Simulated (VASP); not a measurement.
# KI (Fm-3m) in VASP: notebook, part 2 of 2

VASP 6.6.1.

### Step 4. Single point, PBE, non-collinear spin, zero start, spin-orbit coupling

The input, INCAR:

```
SYSTEM = KI
ALGO = Normal
EDIFF = 1E-6
ENCUT = 520
GGA = PE
GGA_COMPAT = .False.
ISIF = 2
ISMEAR = 0
LASPH = .True.
LCHARG = .False.
LORBIT = 11
LORBMOM = .True.
LREAL = .False.
LSORBIT = .True.
LWAVE = .False.
MAGMOM = 0 0 0 0 0 0
NBANDS = 28
NELM = 150
PREC = Accurate
SIGMA = 0.01
```

The input, KPOINTS:

```
k-points
0
Gamma
  6 6 6
  0 0 0
```

The input, POSCAR:

```
KI
1.0
    0.0000000000      3.5442847980      3.5442847980
    3.5442847980      0.0000000000      3.5442847980
    3.5442847980      3.5442847980      0.0000000000
K I
1 1
Direct
    0.0000000000      0.0000000000      0.0000000000
    0.5000000000      0.5000000000      0.5000000000
```

Potentials or basis: VASP PAW PBE potentials, release 64 (K_sv, I).

Run with:

```
> cat potpaw_PBE.64/K_sv/POTCAR potpaw_PBE.64/I/POTCAR > POTCAR
> mpirun -np 1 vasp_ncl > vasp.out
```

OUTCAR:

```text
SYSTEM = KI
   EDIFF = 1E-6
   ENCUT = 520
   GGA = PE
   ISIF = 2
   ISMEAR = 0
   LASPH = .True.
   LORBIT = 11
   LREAL = .False.
   LSORBIT = .True.
   NELM = 150
   PREC = Accurate

 ion  position               nearest neighbor table
   1  0.000  0.000  0.000-   2 3.54   2 3.54   2 3.54   2 3.54   2 3.54   2 3.54
   2  0.500  0.500  0.500-   1 3.54   1 3.54   1 3.54   1 3.54   1 3.54   1 3.54

  LATTYP: Found a face centered cubic cell.
 ALAT       =     7.0885695960

  Lattice vectors:

 A1 = (   0.0000000000,   3.5442847980,   3.5442847980)
 A2 = (   3.5442847980,   0.0000000000,   3.5442847980)
 A3 = (   3.5442847980,   3.5442847980,   0.0000000000)

Analysis of symmetry for initial positions (statically):
=====================================================================
 Subroutine PRICEL returns:
 Original cell was already a primitive cell.

 Routine SETGRP: Setting up the symmetry group for a
 face centered cubic supercell.

 Subroutine GETGRP returns: Found 48 space group operations
 (whereof 48 operations were pure point group operations)
 out of a pool of 48 trial point group operations.

The static configuration has the point symmetry O_h .

Analysis of symmetry for dynamics (positions and initial velocities):
=====================================================================
 Subroutine PRICEL returns:
 Original cell was already a primitive cell.

 Routine SETGRP: Setting up the symmetry group for a
 face centered cubic supercell.

 Subroutine GETGRP returns: Found 48 space group operations
 (whereof 48 operations were pure point group operations)
 out of a pool of 48 trial point group operations.

The dynamic configuration has the point symmetry O_h .

Analysis of structural, dynamic, and magnetic symmetry:
=====================================================================
 Subroutine PRICEL returns:
 Original cell was already a primitive cell.

 Routine SETGRP: Setting up the symmetry group for a
 face centered cubic supercell.

 Subroutine GETGRP returns: Found 48 space group operations
 (whereof 48 operations were pure point group operations)
 out of a pool of 48 trial point group operations.

The overall configuration has the point symmetry O_h .

 Subroutine INISYM returns: Found 48 space group operations
 (whereof 48 operations are pure point group operations),
 and found     1 'primitive' translations

----------------------------------------------------------------------------------------

                                     Primitive cell

  volume of cell :      89.0463

  direct lattice vectors                    reciprocal lattice vectors
     0.000000000  3.544284798  3.544284798    -0.141072185  0.141072185  0.141072185
     3.544284798  0.000000000  3.544284798     0.141072185 -0.141072185  0.141072185
     3.544284798  3.544284798  0.000000000     0.141072185  0.141072185 -0.141072185

  length of vectors
     5.012375630  5.012375630  5.012375630     0.244344192  0.244344192  0.244344192

  position of ions in fractional coordinates (direct lattice)
     0.000000000  0.000000000  0.000000000
     0.500000000  0.500000000  0.500000000

  ion indices of the primitive-cell ions
   primitive index   ion index
                 1           1
[... 624 lines left out ...]
  -------------------------------------------------------------------------------------
  Total        0.2782744      0.2782744      0.2782744     -0.0000000     -0.0000000      0.0000000
  in kB        5.0068901      5.0068901      5.0068901     -0.0000000     -0.0000000      0.0000000
  external PRESSURE =       5.0068901 kB  Pullay stress =       0.0000000 kB

 VOLUME and BASIS-vectors are now :
 -----------------------------------------------------------------------------
  energy-cutoff  :      520.00
  volume of cell :       89.05
      direct lattice vectors                 reciprocal lattice vectors
     0.000000000  3.544284798  3.544284798    -0.141072185  0.141072185  0.141072185
     3.544284798  0.000000000  3.544284798     0.141072185 -0.141072185  0.141072185
     3.544284798  3.544284798  0.000000000     0.141072185  0.141072185 -0.141072185

 POSITION                                       TOTAL-FORCE (eV/Angst)
 -----------------------------------------------------------------------------------
      0.00000      0.00000      0.00000         0.000000      0.000000      0.000000
      3.54428      3.54428      3.54428        -0.000000      0.000000     -0.000000
 -----------------------------------------------------------------------------------
    total drift:                                0.000000     -0.000000     -0.000000

  FREE ENERGIE OF THE ION-ELECTRON SYSTEM (eV)
  ---------------------------------------------------
  free  energy   TOTEN  =        -5.6857033841 eV

  energy  without entropy=       -5.6857033841  energy(sigma->0) =       -5.68570338

 orbital moment (x)

 # of ion     p       d       tot
 ----------------------------------------
  1         0.000   0.000   0.000
  2        -0.000   0.000  -0.000
 ----------------------------------------
           -0.000   0.000  -0.000

 orbital moment (y)

 # of ion     p       d       tot
 ----------------------------------------
  1        -0.000   0.000  -0.000
  2        -0.000  -0.000  -0.000
 ----------------------------------------
           -0.000   0.000  -0.000

 orbital moment (z)

 # of ion     p       d       tot
 ----------------------------------------
  1         0.000   0.000   0.000
  2         0.000  -0.000  -0.000
 ----------------------------------------
            0.000  -0.000  -0.000

 Spin-Orbit-Coupling matrix elements

 Ion:    1  E_soc:     -0.0082237
 l=   1
     0.0000000    -0.0013686    -0.0013686
    -0.0013686     0.0000000    -0.0013686
    -0.0013686    -0.0013686     0.0000000
 l=   2
     0.0000000     0.0000002     0.0000000     0.0000002    -0.0000023
     0.0000002     0.0000000    -0.0000017     0.0000002    -0.0000006
     0.0000000    -0.0000017     0.0000000    -0.0000017     0.0000000
     0.0000002     0.0000002    -0.0000017     0.0000000    -0.0000006
    -0.0000023    -0.0000006     0.0000000    -0.0000006     0.0000000
 l=   3
     0.0000000     0.0000000     0.0000000     0.0000000     0.0000000     0.0000000     0.0000000
     0.0000000     0.0000000     0.0000000     0.0000000     0.0000000     0.0000000     0.0000000
     0.0000000     0.0000000     0.0000000     0.0000000     0.0000000     0.0000000     0.0000000
     0.0000000     0.0000000     0.0000000     0.0000000     0.0000000     0.0000000     0.0000000
     0.0000000     0.0000000     0.0000000     0.0000000     0.0000000     0.0000000     0.0000000
     0.0000000     0.0000000     0.0000000     0.0000000     0.0000000     0.0000000     0.0000000
     0.0000000     0.0000000     0.0000000     0.0000000     0.0000000     0.0000000     0.0000000

 Ion:    2  E_soc:     -0.2468014
 l=   1
     0.0000000    -0.0411304    -0.0411304
    -0.0411304     0.0000000    -0.0411304
    -0.0411304    -0.0411304     0.0000000
 l=   2
     0.0000000    -0.0000009     0.0000000    -0.0000009    -0.0000023
    -0.0000009     0.0000000    -0.0000017    -0.0000009    -0.0000006
     0.0000000    -0.0000017     0.0000000    -0.0000017     0.0000000
    -0.0000009    -0.0000009    -0.0000017     0.0000000    -0.0000006
    -0.0000023    -0.0000006     0.0000000    -0.0000006     0.0000000
 l=   3
     0.0000000     0.0000000     0.0000000     0.0000000     0.0000000     0.0000000     0.0000000
     0.0000000     0.0000000     0.0000000     0.0000000     0.0000000     0.0000000     0.0000000
     0.0000000     0.0000000     0.0000000     0.0000000     0.0000000     0.0000000     0.0000000
     0.0000000     0.0000000     0.0000000     0.0000000     0.0000000     0.0000000     0.0000000
     0.0000000     0.0000000     0.0000000     0.0000000     0.0000000     0.0000000     0.0000000
     0.0000000     0.0000000     0.0000000     0.0000000     0.0000000     0.0000000     0.0000000
     0.0000000     0.0000000     0.0000000     0.0000000     0.0000000     0.0000000     0.0000000

 total charge

# of ion       s       p       d       tot
------------------------------------------
    1        1.957   5.578   0.023   7.557
    2        1.492   2.854   0.001   4.347
--------------------------------------------------
tot          3.449   8.432   0.023  11.905

 magnetization (x)

# of ion       s       p       d       tot
------------------------------------------
    1        0.000   0.000  -0.000   0.000
    2       -0.000   0.000   0.000   0.000
--------------------------------------------------
tot         -0.000   0.000  -0.000   0.000

 magnetization (y)

# of ion       s       p       d       tot
------------------------------------------
    1       -0.000   0.000  -0.000  -0.000
    2       -0.000  -0.000   0.000  -0.000
--------------------------------------------------
tot         -0.000  -0.000  -0.000  -0.000

 magnetization (z)

# of ion       s       p       d       tot
------------------------------------------
    1        0.000   0.000  -0.000   0.000
    2       -0.000   0.000  -0.000  -0.000
--------------------------------------------------
tot         -0.000   0.000  -0.000  -0.000
```

OSZICAR:

```text
N       E                     dE             d eps       ncg     rms          rms(c)
DAV:   1     0.104051254603E+03    0.10405E+03   -0.64164E+03   896   0.964E+02
DAV:   2     0.279878296819E+01   -0.10125E+03   -0.95674E+02  1088   0.245E+02
DAV:   3    -0.552358350298E+01   -0.83224E+01   -0.82847E+01  1452   0.591E+01
DAV:   4    -0.576334912360E+01   -0.23977E+00   -0.23919E+00  1280   0.964E+00
DAV:   5    -0.577062756929E+01   -0.72784E-02   -0.72779E-02  1256   0.129E+00    0.439E+00
DAV:   6    -0.568397748469E+01    0.86650E-01   -0.10526E-01  1132   0.201E+00    0.292E+00
DAV:   7    -0.567548552622E+01    0.84920E-02   -0.74373E-02  1152   0.140E+00    0.198E+00
DAV:   8    -0.568337802363E+01   -0.78925E-02   -0.23122E-02  1280   0.772E-01    0.552E-01
DAV:   9    -0.568530807616E+01   -0.19301E-02   -0.55125E-03   964   0.440E-01    0.123E-01
DAV:  10    -0.568543014458E+01   -0.12207E-03   -0.25510E-04  1340   0.103E-01    0.616E-02
DAV:  11    -0.568562252917E+01   -0.19238E-03   -0.11987E-04   944   0.593E-02    0.418E-02
DAV:  12    -0.568570038492E+01   -0.77856E-04   -0.74938E-05   984   0.521E-02    0.132E-02
DAV:  13    -0.568570303763E+01   -0.26527E-05   -0.30616E-06  1084   0.108E-02    0.685E-03
DAV:  14    -0.568570338413E+01   -0.34650E-06   -0.19695E-06   792   0.807E-03
   1 F= -.56857034E+01 E0= -.56857034E+01  d E =-.576329E-19  mag=     0.0000    -0.0000     0.0000
```

stdout:

```text
POSCAR found type information on POSCAR K I
 POSCAR found :  2 types and       2 ions
 scaLAPACK will be used
 LDA part: xc-table for (Slater+PW92), standard interpolation
 POSCAR, INCAR and KPOINTS ok, starting setup
 FFT: planning ... GRIDC
 FFT: planning ... GRID_SOFT
 FFT: planning ... GRID
 WAVECAR not read
 entering main loop
```

Run time: 90 s. Hardware: 1 thread of Intel Xeon Platinum 8488C (Sapphire Rapids), shared host; peak memory 0.5 GiB.

What came out:

* Free energy: -5.6857 eV
* Pressure: 0.5 GPa
* Net moment: 0.00 μB per cell
* Valence electrons inside the program's atomic spheres: K 7.56; I 4.35

Moments on the atoms (μB; x, y, z):
```
K   0.00 0.00 0.00
I   0.00 0.00 0.00
```

### Step 5. Single point, HSE06

POSCAR is that of step 4.

The input, INCAR.step1:

```
ALGO = Normal
EDIFF = 1E-5
ENCUT = 520
GGA = PE
ISIF = 2
ISMEAR = 0
LASPH = True
LCHARG = False
LREAL = False
LWAVE = True
NBANDS = 15
NELM = 60
PREC = Accurate
SIGMA = 0.01
```

The input, INCAR.step2:

```
ALGO = Normal
EDIFF = 1E-7
ENCUT = 520
GGA = PE
HFSCREEN = 0.2079
ISIF = 2
ISMEAR = 0
ISTART = 1
LASPH = True
LCHARG = False
LHFCALC = True
LREAL = False
LWAVE = False
NBANDS = 15
NELM = 60
PREC = Accurate
PRECFOCK = Normal
SIGMA = 0.01
```

The input, KPOINTS:

```
k-points
0
Gamma
  4 4 4
```

Run with:

```
> cat potpaw_PBE.64/K_sv/POTCAR potpaw_PBE.64/I/POTCAR > POTCAR
> cp INCAR.step1 INCAR
> mpirun -np 1 vasp_std > vasp.out
> cp INCAR.step2 INCAR
> mpirun -np 1 vasp_std > vasp.out
```

Run time: 9.1 min. Hardware: 1 thread of Intel Xeon Platinum 8488C (Sapphire Rapids), shared host; peak memory 0.35 GiB.

The run converged. Its results:

| Quantity | Value |
| --- | --- |
| Free energy | -6.4023 eV |
| Pressure | 0.3 GPa |
| Band gap on the k mesh | 4.93 eV, direct |

Levels at points of the mesh, in eV from the valence-band top:
```
           k point  band 5  band 6  band 7  band 8  band 9  band 10  band 11  band 12
(0.00, 0.00, 0.00)  -11.38    0.00    0.00    0.00    4.93     7.65     7.65     7.65
(0.50, 0.00, 0.00)  -11.07   -1.37   -0.34   -0.34    6.48     8.88     9.22     9.22
(0.50, 0.50, 0.00)  -11.21   -1.05   -0.39   -0.39    5.95     6.81     9.46     9.86
```

Caveat: the PAW data sets were made with another functional, which shifts forces and pressure a little; spin-orbit coupling is left out, which moves the levels of the heavy elements.

### Step 6. Single point, PBE0

POSCAR is that of step 5.

The input, INCAR.step1:

```
SYSTEM = KI
PREC     = Accurate       ! precision mode
ENCUT    = 520            ! plane-wave cutoff, eV
EDIFF    = 1E-5           ! SCF threshold, eV
ISMEAR   = 0              ! smearing method
SIGMA    = 0.01           ! smearing width, eV
LREAL    = .FALSE.        ! projectors in reciprocal space
LASPH    = .TRUE.         ! aspherical terms in the spheres
NELM     = 80             ! most SCF steps
ALGO     = Normal         ! electronic algorithm
ISIF     = 2              ! what is computed and relaxed
LWAVE    = .TRUE.         ! write WAVECAR
LCHARG   = .FALSE.        ! write CHGCAR
NBANDS   = 15             ! bands
GGA      = PE             ! functional
```

The input, INCAR.step2:

```
SYSTEM = KI
PREC     = Accurate       ! precision mode
ENCUT    = 520            ! plane-wave cutoff, eV
EDIFF    = 1E-6           ! SCF threshold, eV
ISMEAR   = 0              ! smearing method
SIGMA    = 0.01           ! smearing width, eV
LREAL    = .FALSE.        ! projectors in reciprocal space
LASPH    = .TRUE.         ! aspherical terms in the spheres
NELM     = 80             ! most SCF steps
ALGO     = Normal         ! electronic algorithm
ISIF     = 2              ! what is computed and relaxed
LWAVE    = .FALSE.        ! write WAVECAR
LCHARG   = .FALSE.        ! write CHGCAR
GGA      = PE             ! functional
LHFCALC  = .TRUE.         ! exact exchange
AEXX     = 0.25           ! exact-exchange fraction
PRECFOCK = Normal       
NBANDS   = 15             ! bands
ISTART   = 1
```

The input, KPOINTS:

```
regular mesh
0
G
  4 4 4
  0 0 0
```

Potentials or basis: VASP PAW PBE potentials, release 64 (K_sv, I).

Run with:

```
> cat potpaw_PBE.64/K_sv/POTCAR potpaw_PBE.64/I/POTCAR > POTCAR
> cp INCAR.step1 INCAR
> mpirun -np 1 vasp_std > vasp.out
> cp INCAR.step2 INCAR
> mpirun -np 1 vasp_std > vasp.out
```

It took 7.1 min on 1 thread of Intel Xeon Platinum 8488C (Sapphire Rapids), shared host; peak memory 0.25 GiB.

Results (log left out):

```
Free energy            : -6.9177 eV
Pressure               : 0.2 GPa
Band gap on the k mesh : 5.64 eV, direct
```

Levels at points of the mesh, in eV from the valence-band top:
```tsv
k point	band 4	band 5	band 6	band 7	band 8	band 9	band 10	band 11	band 12	band 13
(0.00, 0.00, 0.00)	-13.01	-11.41	0.00	0.00	0.00	5.64	8.39	8.39	8.39	9.23
(0.50, 0.00, 0.00)	-13.01	-11.11	-1.40	-0.35	-0.35	7.20	9.63	9.97	9.97	10.88
(0.50, 0.50, 0.00)	-13.03	-11.25	-1.08	-0.40	-0.40	6.68	7.55	10.23	10.60	10.91
```

Caveat: the PAW data sets were made with another functional, which shifts forces and pressure a little; spin-orbit coupling is left out, which moves the levels of the heavy elements.

### Step 7. Summary

```tsv
task	level	spin	cell	k mesh	cutoff (eV)	smearing	grid for exact exchange (PRECFOCK)	screening parameter	gap on the mesh (eV)	pressure (GPa)
single point	r2SCAN	off	a = 5.012 Å, angles 60.0°, 2 atoms	6 × 6 × 6	520	gaussian 0.01 eV	-	-	4.58	0.0
relaxation of cell and atoms	r2SCAN	off	relaxed from a = 5.079 Å, angles 60.0°, 2 atoms	6 × 6 × 6	600	fermi-dirac 0.02 eV	-	-	4.57	0.0
single point	PBE	non-collinear, zero start, SOC	a = 5.012 Å, angles 60.0°, 2 atoms	6 × 6 × 6	520	gaussian 0.01 eV	-	-	-	0.5
single point	HSE06	off	a = 5.012 Å, angles 60.0°, 2 atoms	4 × 4 × 4	520	gaussian 0.01 eV	Normal	0.2079 1/Å	4.93	0.3
single point	PBE0	off	a = 5.012 Å, angles 60.0°, 2 atoms	4 × 4 × 4	520	gaussian 0.01 eV	Normal	-	5.64	0.2
```

Alike in all rows: potentials or basis VASP PAW PBE potentials, release 64 (K_sv, I).

On the cell as given the gap runs from 4.58 eV (r2SCAN) to 5.64 eV (PBE0); the meshes differ, which moves gaps too. The pressure there spans 0.0 GPa (r2SCAN) to 0.5 GPa (PBE); a positive pressure means that this level wants a larger cell, a negative one a smaller.

Caveats: the PAW data sets were made with another functional, which shifts forces and pressure a little (some runs); spin-orbit coupling is left out, which moves the levels of the heavy elements (some runs).

Total energies depend on the potentials used, so only differences within one code and one set of settings carry meaning.
